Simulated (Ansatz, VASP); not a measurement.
One calculation of MgS, two programs

INCAR

```
ALGO = Normal
EDIFF = 1E-7
EDIFFG = -0.002
ENCUT = 600
GGA = CA
GGA_COMPAT = F
IBRION = 2
ISIF = 3
ISMEAR = 0
LASPH = T
LCHARG = F
LREAL = F
LWAVE = F
NELM = 120
NELMIN = 4
NSW = 100
PREC = Accurate
SIGMA = 0.02
```

KPOINTS

```
k-points
0
Gamma
  8 8 8
```

POSCAR

```
MgS
1.0
    0.0000000000      2.5950000000      2.5950000000
    2.5950000000      0.0000000000      2.5950000000
    2.5950000000      2.5950000000      0.0000000000
Mg S
1 1
Direct
    0.0000000000      0.0000000000      0.0000000000
    0.5000000000      0.5000000000      0.5000000000
```

Input for Ansatz:

```yaml
crystal:
  lattice:
    - [0.0, 2.595, 2.595]
    - [2.595, 0.0, 2.595]
    - [2.595, 2.595, 0.0]
  atoms:
    - { symbol: Mg, position: [0.0, 0.0, 0.0] }
    - { symbol: S, position: [0.5, 0.5, 0.5] }
basis:
  ecutwfc: 420
kpoints:
  mp_grid: { grid: [8, 8, 8] }
hamiltonian:
  xc: lda
  pseudopotentials: { kind: paw, azcp: { folder: soft_1 } }
scf:
  occupations: { method: gaussian, width: 0.02 }
output:
  forces: true
  stress: true
  eigenvalues: true
  write_density: true
  write_potential: true
  elf: true
  volumetric_format: npy
relax:
  adjacent_minimum: "off"
  f_tol: 0.002
  max_steps: 80
  cell: { stress_tol: 0.02 }
```

Alike in both runs: task relaxation of cell and atoms; functional LDA; k mesh 8 × 8 × 8; occupations gaussian, width 0.02 eV; no spin polarisation.

|  | VASP | Ansatz |
| --- | --- | --- |
| version | VASP 6.6.1 | Ansatz 0.2.0 |
| potentials or method | VASP PAW LDA potentials, release 64 (Mg, S), cutoff 600 eV | scalar-relativistic, plane waves, PAW |
| valence electrons in the cell | 8 | 16 |

```csv
,VASP,Ansatz,Ansatz less VASP
"gap on the k mesh at the Fermi level, each at its own relaxed structure (eV)",2.66,2.65,-0.014
relaxed volume (Å³/atom),16.76,16.87,+0.117
relaxed cell length with the largest relative difference (Å),3.619,3.627,+0.0084
```

Ansatz warns that its potentials were made for another functional, while VASP's fit it. LDA's correlation is that of Perdew and Zunger in VASP and of Perdew and Wang (1992) in Ansatz. VASP's potentials hold 8 valence electrons a cell and Ansatz's 16, so a difference there can come from the potentials and not from the codes.
